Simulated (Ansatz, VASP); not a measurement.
## Two plane-wave programs on MoH3

```xyz
4
Lattice="1.3739 0.7932 4.7235 -1.3739 0.7932 4.7235 0.0000 -1.5864 4.7235" Properties=species:S:1:pos:R:3 pbc="T T T"
H     0.0000    0.0000   13.1237
H     0.0000    0.0000    1.0467
H     0.0000    0.0000    0.0000
Mo    0.0000    0.0000    7.0852
```

Alike in both runs: functional PBE; k mesh 5 × 5 × 5; occupations gaussian, width 0.15 eV; no spin polarisation.

Ansatz relaxed the structure, and its values are those at the end. VASP's run is a single point on that final structure, the one shown.

```csv
,VASP,Ansatz
version,VASP 6.6.1,Ansatz 0.2.0
potentials or method,"VASP PAW PBE potentials, release 64 (H, Mo_sv), cutoff 500 eV","scalar-relativistic, plane waves, PAW"
valence electrons in the cell,17,17
```

```tsv
	VASP	Ansatz	Ansatz less VASP
gap on the k mesh at the Fermi level (eV)	none	none	-
pressure (GPa)	-0.4	-0.4	+0.03
rms of the force components (eV/Å)	0.004	0.010	+0.0059
```

A gap of «none» marks a metal or a gap that the smearing closes. With one functional, cell and mesh, what is left measures potentials, basis and numerics.

The k mesh is coarse, so the values compare programs but aren't converged.
